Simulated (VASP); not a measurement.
A run of VASP 6.6.1 is set up as follows.

Contents of INCAR:

```
SYSTEM = Br
PREC = Accurate
ENCUT = 600
EDIFF = 1E-6
ISMEAR = 0
SIGMA = 0.1
LREAL = .False.
LASPH = .True.
NELM = 80
ALGO = Normal
ISIF = 3
LWAVE = .False.
LCHARG = .False.
GGA = PS
IBRION = 2
NSW = 90
EDIFFG = -0.04
```

Contents of KPOINTS:

```
Automatic mesh
0
Gamma
  6 6 4
  0 0 0
```

File POSCAR:

```
Br
1.0
    4.4848262648      0.0000000000      0.0000000000
   -2.2424131324      3.8839734769      0.0000000000
    0.0000000000      0.0000000000      7.3999633369
Br
4
Direct
    0.3333333333      0.6666666667      0.4375000000
    0.6666666667      0.3333333333      0.9375000000
    0.6666666667      0.3333333333      0.5625000000
    0.3333333333      0.6666666667      0.0625000000
```

Potentials or basis: VASP PAW PBE potentials, release 64 (Br).

Launch:

```console
$ cat potpaw_PBE.64/Br/POTCAR > POTCAR
$ mpirun -np 1 vasp_std > vasp.out
```

**Question.** Estimate the relaxed cell.

**Answer.** a = 4.122 Å, b = 4.122 Å, c = 9.351 Å, α = 90.00°, β = 90.00°, γ = 120.00°.

**Question.** What does it give for the space group after relaxing (to 0.1 Å)?

**Answer.** P6_3/mmc (No. 194).

**Question.** Predict the relaxed volume.

**Answer.** 34.40 Å³/atom.

**Question.** Predict the band gap on the k mesh.

**Answer.** 0.24 eV (least direct gap 0.29 eV).

Forces in eV/Å, atoms in the order of the input:
```
Br   0.000  0.000 -0.031
Br   0.000  0.000 -0.031
Br   0.000  0.000  0.031
Br   0.000  0.000  0.031
```

Caveat: a cell axis changed by over 15 % at a fixed basis, so the end point is rough; the PAW data sets were made with another functional, which shifts forces and pressure a little. A k mesh can miss the band edges.
